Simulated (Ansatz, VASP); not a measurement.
# K2In2Ag3 in VASP and in Ansatz

```
CELL_PARAMETERS angstrom
6.86199 0.00000 0.00000
-3.43099 5.94266 0.00000
0.00000 0.00000 6.27202
ATOMIC_POSITIONS crystal
K 0.33333 0.66667 0.50000
K 0.00000 0.00000 0.00000
In 0.66667 0.33333 0.25896
In 0.66667 0.33333 0.74104
Ag 0.46842 0.53158 0.00000
Ag 0.46842 0.93683 0.00000
Ag 0.06317 0.53158 0.00000
```

Alike in both runs: functional PBE; k mesh 6 × 6 × 6; occupations gaussian, width 0.1 eV; no spin polarisation.

Ansatz relaxed the structure, and its values are those at the end. VASP's run is a single point on that final structure, the one shown.

|  | VASP | Ansatz |
| --- | --- | --- |
| version | VASP 6.6.1 | Ansatz 0.2.0 |
| potentials or method | VASP PAW PBE potentials, release 64 (K_sv, In_d, Ag), cutoff 520 eV | scalar-relativistic, plane waves, PAW |
| valence electrons in the cell | 77 | 101 |

```csv
,VASP,Ansatz,Ansatz less VASP
gap on the k mesh at the Fermi level (eV),none,none,-
pressure (GPa),0.0,0.0,+0.01
```

A gap of «none» marks a metal or a gap that the smearing closes. VASP's potentials hold 77 valence electrons a cell and Ansatz's 101, so a difference there can come from the potentials and not from the codes.
